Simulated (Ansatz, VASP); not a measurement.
# W in VASP and in Ansatz

INCAR

```
SYSTEM = W
PREC     = Accurate       ! precision mode
ENCUT    = 520            ! plane-wave cutoff, eV
EDIFF    = 1E-6           ! SCF threshold, eV
ISMEAR   = -5             ! smearing method
SIGMA    = 0.05           ! smearing width, eV
LREAL    = .FALSE.        ! projectors in reciprocal space
LASPH    = .TRUE.         ! aspherical terms in the spheres
NELM     = 150            ! most SCF steps
ALGO     = Normal         ! electronic algorithm
ISIF     = 2              ! what is computed and relaxed
LWAVE    = .FALSE.        ! write WAVECAR
LCHARG   = .TRUE.         ! write CHGCAR
MAGMOM   = 0 0 0          ! initial moments
LORBIT   = 11             ! projections on sites
LSORBIT  = .TRUE.         ! spin-orbit coupling
GGA_COMPAT= .FALSE.      
LORBMOM  = .TRUE.       
LMAXMIX  = 4              ! l up to which the mixer works
LDAU     = .TRUE.         ! DFT+U
LDAUTYPE = 2            
LDAUL    = 2              ! shell
LDAUU    = 8              ! U, eV
LDAUJ    = 0            
LDAUPRINT= 1            
GGA      = RE             ! functional
LVHAR    = .TRUE.       
NBANDS   = 25             ! bands
```

Contents of KPOINTS:

```
regular mesh
0
G
  11 11 11
  0 0 0
```

Contents of POSCAR:

```
W
1.0
    0.0000000000      1.8844850664      1.8844850664
    1.8844850664      0.0000000000      1.8844850664
    1.8844850664      1.8844850664      0.0000000000
W
1
Direct
    0.0000000000      0.0000000000      0.0000000000
```

The input input.yaml:

```yaml
crystal:
  lattice:
    - [0.0, 1.8844850664, 1.8844850664]
    - [1.8844850664, 0.0, 1.8844850664]
    - [1.8844850664, 1.8844850664, 0.0]
  atoms:
    - { symbol: W, position: [0.0, 0.0, 0.0] }
hamiltonian:
  xc: revpbe
  pseudopotentials: { kind: paw_fr }
  hubbard:
    sites: [{ species: W, l: d, u_eff: 8.0 }]
    projectors: all-electron-ortho-atomic
    double_counting: fll
magnetization:
  noncollinear: true
  spin_orbit: true
kpoints:
  mp_grid: { grid: [11, 11, 11] }
  band_path:
    path:
      - [[0.0, 0.0, 0.0], [0.5, 0.0, 0.5], [0.5, 0.25, 0.75], [0.375, 0.375, 0.75], [0.0, 0.0, 0.0], [0.5, 0.5, 0.5], [0.625, 0.25, 0.625], [0.5, 0.25, 0.75], [0.5, 0.5, 0.5], [0.375, 0.375, 0.75]]
      - [[0.625, 0.25, 0.625], [0.5, 0.0, 0.5]]
    npoints: 14
scf:
  occupations: { method: tetrahedron }
  n_extra_bands: 6
output:
  forces: true
  stress: true
  fatbands: false
```

Change from the starting cell: volume scaled by 0.8.

Alike in both runs: functional revPBE; k mesh 11 × 11 × 11; occupations tetrahedron; non-collinear spin, spin-orbit coupling; Hubbard terms W d U = 8.0 eV.

|  | VASP | Ansatz |
| --- | --- | --- |
| version | VASP 6.6.1 | Ansatz 0.2.0 |
| potentials or method | VASP PAW PBE potentials, release 64 (W_sv) | Ansatz PAW |
| plane-wave cutoff (eV) | 520 | 420 |
| valence electrons in the cell | 14 | 14 |
| task | single point | band structure |

```csv
,VASP,Ansatz,Ansatz less VASP
pressure (GPa),139.4,124.2,-15.25
net moment per atom (μB),0.00,0.00,0.000
```

VASP's potentials were made for PBE, not for revPBE. The programs project onto different local orbitals, so the same U acts differently, and such runs can settle in different states. The pressures are high and differ by over a tenth, so treat them with care.

Noted on VASP's run: the cell as given lies far from equilibrium.
